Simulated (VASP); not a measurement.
# AlIn2N3 (Cmc2_1) in VASP: a series of runs

Runs on AlIn2N3. Level: PBEsol. Tasks: single point.

Program: VASP 6.6.1. These are calculated values, not measurements. Logs are shortened: lines on timing, memory, paths and dates and some standing lists are left out, and cuts for length are marked.

### 1 The cell of the first run

Symmetry: Cmc2_1, No. 36, orthorhombic system. Conventional cell: a = 10.034 Å, b = 5.775 Å, c = 5.503 Å, α = 90.00°, β = 90.00°, γ = 90.00°. Al (site symmetry m) has 4 N at 1.88 to 1.91 Å within 2.5 Å. Within 2.8 Å of In (site symmetry 1) lie 4 N at 2.14 to 2.16 Å. N (site symmetry 1) has 1 Al at 1.88 Å and 3 In at 2.14 to 2.16 Å within 2.5 Å. Within 2.5 Å of N (site symmetry m) lie 2 Al at 1.89 to 1.91 Å and 2 In at 2.15 Å.

### 2 Single point, PBEsol (biaxial strain in the a-b plane: -1.5 %, then relaxed in part)

Input file INCAR:

```
SYSTEM = AlIn2N3
ALGO = Normal
EDIFF = 1E-6
ENCUT = 600
GGA = PS
GGA_COMPAT = .False.
ISIF = 2
ISMEAR = 0
LASPH = .True.
LCHARG = .False.
LREAL = .False.
LWAVE = .False.
NBANDS = 56
NELM = 120
PREC = Accurate
SIGMA = 0.02
```

Input file KPOINTS:

```
k-points
0
Gamma
  6 6 6
  0 0 0
```

Input file POSCAR:

```
AlIn2N3
1.0
    5.0171015387     -2.8873376910      0.0000000000
    5.0171015387      2.8873376910      0.0000000000
    0.0000000000      0.0000000000      5.5026673303
Al In N
2 4 6
Direct
    0.3406538887      0.6593461113      0.9898737024
    0.6593461113      0.3406538887      0.4898737024
    0.9876968774      0.3359186013      0.9910192736
    0.6640813987      0.0123031226      0.9910192736
    0.0123031226      0.6640813987      0.4910192736
    0.3359186013      0.9876968774      0.4910192736
    0.9711200789      0.3324430782      0.3824847390
    0.6675569218      0.0288799211      0.3824847390
    0.0288799211      0.6675569218      0.8824847390
    0.3324430782      0.9711200789      0.8824847390
    0.3673565853      0.6326434147      0.3351182725
    0.6326434147      0.3673565853      0.8351182725
```

Potentials or basis: VASP PAW PBE potentials, release 64 (Al, In_d, N).

Started as:

```
cat potpaw_PBE.64/Al/POTCAR potpaw_PBE.64/In_d/POTCAR potpaw_PBE.64/N/POTCAR > POTCAR
mpirun -np 1 vasp_std > vasp.out
```

OUTCAR:

```text
SYSTEM = AlIn2N3
   EDIFF = 1E-6
   ENCUT = 600
   GGA = PS
   ISIF = 2
   ISMEAR = 0
   LASPH = .True.
   LREAL = .False.
   NELM = 120
   PREC = Accurate

 ion  position               nearest neighbor table
   1  0.341  0.659  0.990-   9 1.88  10 1.88  12 1.89  11 1.91   3 3.24   4 3.24   2 3.31   2 3.31
                             5 3.33   6 3.33   6 3.34   5 3.34   3 3.39   4 3.39   4 3.39   3 3.39
   2  0.659  0.341  0.490-   7 1.88   8 1.88  11 1.89  12 1.91   6 3.24   5 3.24   1 3.31   1 3.31
                             3 3.33   4 3.33   4 3.34   3 3.34   5 3.39   6 3.39   6 3.39   5 3.39
   3  0.988  0.336  0.991-   9 2.14  10 2.14  12 2.15   7 2.16   1 3.24   4 3.25   2 3.33   2 3.34
                             4 3.39   4 3.39   5 3.39   5 3.39   1 3.39   1 3.39   6 3.41   6 3.41
   4  0.664  0.012  0.991-  10 2.14   9 2.14  12 2.15   8 2.16   1 3.24   3 3.25   2 3.33   2 3.34
                             3 3.39   3 3.39   6 3.39   6 3.39   1 3.39   1 3.39   5 3.41   5 3.41
   5  0.012  0.664  0.491-   7 2.14   8 2.14  11 2.15   9 2.16   2 3.24   6 3.25   1 3.33   1 3.34
                             6 3.39   6 3.39   3 3.39   3 3.39   2 3.39   2 3.39   4 3.41   4 3.41
   6  0.336  0.988  0.491-   8 2.14   7 2.14  11 2.15  10 2.16   2 3.24   5 3.25   1 3.33   1 3.34
                             5 3.39   5 3.39   4 3.39   4 3.39   2 3.39   2 3.39   3 3.41   3 3.41
   7  0.971  0.332  0.382-   2 1.88   5 2.14   6 2.14   3 2.16
   8  0.668  0.029  0.382-   2 1.88   6 2.14   5 2.14   4 2.16
   9  0.029  0.668  0.882-   1 1.88   3 2.14   4 2.14   5 2.16
  10  0.332  0.971  0.882-   1 1.88   4 2.14   3 2.14   6 2.16
  11  0.367  0.633  0.335-   2 1.89   1 1.91   5 2.15   6 2.15
  12  0.633  0.367  0.835-   1 1.89   2 1.91   3 2.15   4 2.15

  LATTYP: Found a base centered orthorhombic cell.
 ALAT       =     5.7746753820
 B/A-ratio  =     1.7376220157
 C/A-ratio  =     0.9528963909

  Lattice vectors:

 A1 = (  -5.0171015387,  -2.8873376910,   0.0000000000)
 A2 = (   5.0171015387,  -2.8873376910,   0.0000000000)
 A3 = (   0.0000000000,   0.0000000000,   5.5026673303)

Analysis of symmetry for initial positions (statically):
=====================================================================
 Subroutine PRICEL returns:
 Original cell was already a primitive cell.

 Routine SETGRP: Setting up the symmetry group for a
 base centered orthorhombic supercell.

 Subroutine GETGRP returns: Found  4 space group operations
 (whereof  2 operations were pure point group operations)
 out of a pool of  8 trial point group operations.

The static configuration has the point symmetry C_1h.
 The point group associated with its full space group is C_2v.

Analysis of symmetry for dynamics (positions and initial velocities):
=====================================================================
[... 145 lines left out ...]
   EFERMI =   0.00;   METHOD = LEGACY
   ISMEAR =     0;   SIGMA  =   0.02  broadening in eV -4-tet -1-fermi 0-gaus
   EFERMI_NEDOS =   21; number of points for ismear=-14 and -15
   IALGO  =     38    algorithm
   IMIX   =      4    mixing-type and parameters
     AMIX     =   0.40;   BMIX     =  1.00
     AMIX_MAG =   1.60;   BMIX_MAG =  1.00
  volume/ion in A,a.u.               =      13.29        89.65
  Fermi-wavevector in a.u.,A,eV,Ry     =   1.342923  2.537757 24.537325  1.803442
  Thomas-Fermi vector in A             =   2.471038
   LORBIT       =      0    0 simple, 1 ext, 2 COOP (PROOUT), +10 PAW based schemes
   GGA     = PS    functional components
   LHFCALC =     F    Hartree Fock is set to
   AEXX    =    0.0000 exact exchange contribution
   IVDW    =     0    specifies the selected vdW correction
   LEPSILON=     F    determine dielectric tensor
   LRPA    =     F    only Hartree local field effects (RPA)
 non-spin polarized calculation
 Gauss-broadening in eV      SIGMA  =   0.02
  energy-cutoff  :      600.00
  volume of cell :      159.42
 maximum number of plane-waves:      5350
 NGX is ok and might be reduce to    48
   NGX = 23   NGY = 23   NGZ = 21

 number of electron      87.9999987 magnetization

 Free energy of the ion-electron system (eV)
  ---------------------------------------------------
  ext. energy  EPLUGINS =         0.00000000
  ---------------------------------------------------
  free energy    TOTEN  =       -77.43657851 eV

  energy without entropy =      -77.43657851  energy(sigma->0) =      -77.43657851

 E-fermi :   6.7080     XC(G=0): -11.2086

 val. band max:        6.6278545677   @ k =   0.0000   0.0000   0.0000
 cond. band min:       7.5808710902   @ k =   0.0000   0.0000   0.0000
 fundamental gap:      0.9530165225
 Fermi energy:         6.7080112054

 k-point     1 :       0.0000    0.0000    0.0000
  band No.  band energies     occupation
      1      -8.2266      2.00000
      2      -8.0386      2.00000
      3      -7.8428      2.00000
      4      -7.8356      2.00000
      5      -7.6603      2.00000
      6      -7.4789      2.00000
[... 1405 lines left out ...]
     55      14.9914      0.00000
     56      15.2779      0.00000

 [... further k-points ...]
[... 5 lines left out ...]
  --------------------------------------------------------------------------------------
  -------------------------------------------------------------------------------------
  Total        5.0212727      4.8942043      0.0367775      0.0000000      0.0000000      0.0000000
  in kB       50.4627216     49.1857110      0.3696063      0.0000000      0.0000000      0.0000000
  external PRESSURE =      33.3393463 kB  Pullay stress =       0.0000000 kB

 VOLUME and BASIS-vectors are now :
 -----------------------------------------------------------------------------
  energy-cutoff  :      600.00
  volume of cell :      159.42
      direct lattice vectors                 reciprocal lattice vectors
     5.017101539 -2.887337691  0.000000000     0.099659135 -0.173169907  0.000000000
     5.017101539  2.887337691  0.000000000     0.099659135  0.173169907  0.000000000
     0.000000000  0.000000000  5.502667330     0.000000000  0.000000000  0.181730048

 POSITION                                       TOTAL-FORCE (eV/Angst)
 -----------------------------------------------------------------------------------
      5.01710      0.92017      5.44695         0.000000      0.000406      0.003271
      5.01710     -0.92017      2.69561         0.000000     -0.000406      0.003271
      6.64071     -1.88190      5.45325         0.001955      0.000240     -0.001004
      3.39349     -1.88190      5.45325        -0.001955      0.000240     -0.001004
      3.39349      1.88190      2.70192        -0.001955     -0.000240     -0.001004
      6.64071      1.88190      2.70192         0.001955     -0.000240     -0.001004
      6.54011     -1.84408      2.10469        -0.016950      0.010380      0.008267
      3.49409     -1.84408      2.10469         0.016950      0.010380      0.008267
      3.49409      1.84408      4.85602         0.016950     -0.010380      0.008267
      6.54011      1.84408      4.85602        -0.016950     -0.010380      0.008267
      5.01710      0.76597      1.84404         0.000000     -0.018521     -0.017796
      5.01710     -0.76597      4.59538         0.000000      0.018521     -0.017796
 -----------------------------------------------------------------------------------
    total drift:                                0.000000      0.000000      0.000390

  FREE ENERGIE OF THE ION-ELECTRON SYSTEM (eV)
  ---------------------------------------------------
  free  energy   TOTEN  =       -77.4365785092 eV

  energy  without entropy=      -77.4365785092  energy(sigma->0) =      -77.43657851
```

stdout:

```text
POSCAR found type information on POSCAR AlInN
 POSCAR found :  3 types and      12 ions
 scaLAPACK will be used
 -----------------------------------------------------------------------------
|                                                                             |
|                                                                             |
|     You enforced a specific xc type in the INCAR file but a different       |
|     I HOPE YOU KNOW WHAT YOU ARE DOING!                                     |
|                                                                             |
 -----------------------------------------------------------------------------

 LDA part: xc-table for (Slater+PW92), standard interpolation
 POSCAR, INCAR and KPOINTS ok, starting setup
 FFT: planning ... GRIDC
 FFT: planning ... GRID_SOFT
 FFT: planning ... GRID
 WAVECAR not read
 entering main loop
```

Run time: 8.1 min. Hardware: 1 thread of Intel Xeon 6975P-C (Granite Rapids), shared host; peak memory 0.6 GiB.

Results:

```
Free energy            : -77.4366 eV
Pressure               : 3.3 GPa
Largest force          : 0.026 eV/Å
Band gap on the k mesh : 0.95 eV
```

Forces in eV/Å, atoms in the order of the input:
```
Al   0.000  0.000  0.003
Al   0.000  0.000  0.003
In   0.002  0.000 -0.001
In  -0.002  0.000 -0.001
In  -0.002  0.000 -0.001
In   0.002  0.000 -0.001
N   -0.017  0.010  0.008
N    0.017  0.010  0.008
N    0.017 -0.010  0.008
N   -0.017 -0.010  0.008
N    0.000 -0.019 -0.018
N    0.000  0.019 -0.018
```

Stress tensor (GPa, compression positive):
```
5.05 0.00 0.00
0.00 4.92 0.00
0.00 0.00 0.04
```

Caveat: the cell differs from its parent crystal (biaxial strain in the a-b plane: -1.5 %, then relaxed in part); the stress differs along the axes, from 0 to 5 GPa; the PAW data sets were made with another functional, which shifts forces and pressure a little; spin-orbit coupling is left out, which moves the levels of the heavy elements.

(Part 1 of 2 ends here.)
